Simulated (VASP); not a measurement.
Here is a VASP 6.6.1 calculation.

The input INCAR:

```
SYSTEM = Pd3PbC
ALGO = Normal
EDIFF = 1E-6
ENCUT = 520
GGA = PE
ISIF = 2
ISMEAR = -1
LASPH = .TRUE.
LCHARG = .TRUE.
LELF = .TRUE.
LREAL = .FALSE.
LVHAR = .TRUE.
LWAVE = .FALSE.
NBANDS = 32
NELM = 100
PREC = Accurate
SIGMA = 0.1
```

The input KPOINTS:

```
k-points
0
G
  6 6 6
  0 0 0
```

File POSCAR:

```
Pd3PbC
1.0
    4.3832594449      0.0000000000      0.0000000000
    0.0000000000      4.3832594449      0.0000000000
    0.0000000000      0.0000000000      4.3832594449
Pd Pb C
3 1 1
Direct
    0.0000000000      0.5000000000      0.5000000000
    0.5000000000      0.5000000000      0.0000000000
    0.5000000000      0.0000000000      0.5000000000
    0.0000000000      0.0000000000      0.0000000000
    0.5000000000      0.5000000000      0.5000000000
```

Potentials or basis: VASP PAW PBE potentials, release 64 (Pd, Pb_d, C).

Command:

```bash
$ cat potpaw_PBE.64/Pd/POTCAR potpaw_PBE.64/Pb_d/POTCAR potpaw_PBE.64/C/POTCAR > POTCAR
$ mpirun -np 1 vasp_std > vasp.out
```

**Question.** What does it give for the band gap on the k mesh?

**Answer.** Zero (bands 24 and 25 overlap by 1.17 eV).

**Question.** Predict the pressure.

**Answer.** -7.7 GPa.

Caveat: the cell stands under tension; spin-orbit coupling is left out, which moves the levels of the heavy elements.
